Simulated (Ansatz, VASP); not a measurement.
# Two plane-wave programs on SnO

```
Sn O
1.0
     3.74415   -0.00001    0.00000
     0.00001    3.74415    0.00000
     0.00000    0.00000   30.63492
Sn O
2 2
Direct
  0.75000 0.25000 0.46064
  0.25000 0.75000 0.53936
  0.25000 0.25000 0.50000
  0.75000 0.75000 0.50000
```

Change from the starting cell: biaxial strain -0.020, atoms relaxed.

Alike in both runs: functional PBE; dispersion D3(BJ); k mesh 6 × 6 × 1; occupations gaussian, width 0.02 eV; no spin polarisation.

Ansatz relaxed the structure, and its values are those at the end. VASP's run is a single point on that final structure, the one shown.

|  | VASP | Ansatz |
| --- | --- | --- |
| version | VASP 6.6.1 | Ansatz 0.2.0 |
| potentials or method | VASP PAW PBE potentials, release 64 (Sn_d, O), cutoff 520 eV | scalar-relativistic, plane waves, PAW |
| valence electrons in the cell | 40 | 40 |

|  | VASP | Ansatz | Ansatz less VASP |
| --- | --- | --- | --- |
| gap on the k mesh at the Fermi level (eV) | 3.15 | 3.16 | +0.012 |
| least direct gap on the mesh (eV) | 3.29 | 3.30 | +0.015 |
| rms of the force components (eV/Å) | 0.040 | 0.003 | -0.0369 |

Ansatz's warnings: stress scf threshold loose, structure snapped to symmetry.
